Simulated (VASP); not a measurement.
Wanted: the native input for a VASP 6.6.1 run.

* Task: single point
* Functional: LDA
* Potentials or basis: VASP PAW LDA potentials, release 64 (Fe, O)
* Cutoff: 600 eV
* k mesh: 8 × 8 × 8
* Occupations: fermi-dirac, width 0.1 eV
* Spin: no spin polarisation
* Dipole correction: no
* Further INCAR settings: ALGO = Normal; EDIFF = 1e-06; NBANDS = 14

The structure of FeO lies in POSCAR:

```
FeO
1.0
    0.0000000000      1.9822290000      1.9822290000
    1.9822290000      0.0000000000      1.9822290000
    1.9822290000      1.9822290000      0.0000000000
Fe O
1 1
Direct
    0.0000000000      0.0000000000      0.0000000000
    0.5000000000      0.5000000000      0.5000000000
```

The input as run:

INCAR

```
SYSTEM = FeO
PREC = Accurate
ENCUT = 600
EDIFF = 1E-6
ISMEAR = -1
SIGMA = 0.1
LREAL = .FALSE.
LASPH = .TRUE.
NELM = 120
ALGO = Normal
ISIF = 2
LWAVE = .FALSE.
LCHARG = .TRUE.
GGA = CA
LELF = .TRUE.
LVHAR = .TRUE.
NBANDS = 14
GGA_COMPAT = .FALSE.
```

KPOINTS

```
Automatic mesh
0
G
  8 8 8
  0 0 0
```

Potentials or basis: VASP PAW LDA potentials, release 64 (Fe, O).

Run with:

```sh
$ cat potpaw_LDA.64/Fe/POTCAR potpaw_LDA.64/O/POTCAR > POTCAR
$ mpirun -np 1 vasp_std > vasp.out
```

Results of the run:

* Pressure: 7.7 GPa
* Band gap on the k mesh: zero (band 7 reaches 8.58 eV, above the bottom of band 8 at 7.03 eV)

Caveat: the run has no spin polarisation, though such a crystal can be magnetic; semilocal functionals often make such compounds metallic where correlation or magnetic order opens a gap, which also shifts bond lengths.

Run time: 13 s on 1 thread of Intel Xeon 8259CL, on a shared host, peak memory 0.13 GiB.
